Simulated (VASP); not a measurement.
A run of VASP 6.6.1 is set up as follows.

File INCAR:

```
PREC = Accurate ; ENCUT = 500
EDIFF = 1E-6 ; ISMEAR = -1
SIGMA = 0.05 ; LREAL = F
LASPH = T ; NELM = 120
ALGO = Normal ; ISIF = 2
LWAVE = F ; LCHARG = T
GGA = PS ; LELF = T
LVHAR = T ; NBANDS = 22
GGA_COMPAT = F
```

Contents of KPOINTS:

```
regular mesh
0
Gamma
  12 12 12
```

File POSCAR:

```
BiMo
1.0
    0.0000000000      2.7881930359      2.7881930359
    2.7881930359      0.0000000000      2.7881930359
    2.7881930359      2.7881930359      0.0000000000
Mo Bi
1 1
Direct
    0.0000000000      0.0000000000      0.0000000000
    0.5000000000      0.5000000000      0.5000000000
```

Potentials or basis: VASP PAW PBE potentials, release 64 (Mo_sv, Bi_d).

Run with:

```console
$ cat potpaw_PBE.64/Mo_sv/POTCAR potpaw_PBE.64/Bi_d/POTCAR > POTCAR
$ mpirun -np 1 vasp_std > vasp.out
```

(1) Predict the pressure.

(2) What does it give for the band gap on the k mesh?

Results:

(1) 2.2 GPa.

(2) zero (an odd number of electrons rules out a gap without spin polarisation).

Caveat: the PAW data sets were made with another functional, which shifts forces and pressure a little; spin-orbit coupling is left out, which moves the levels of the heavy elements.
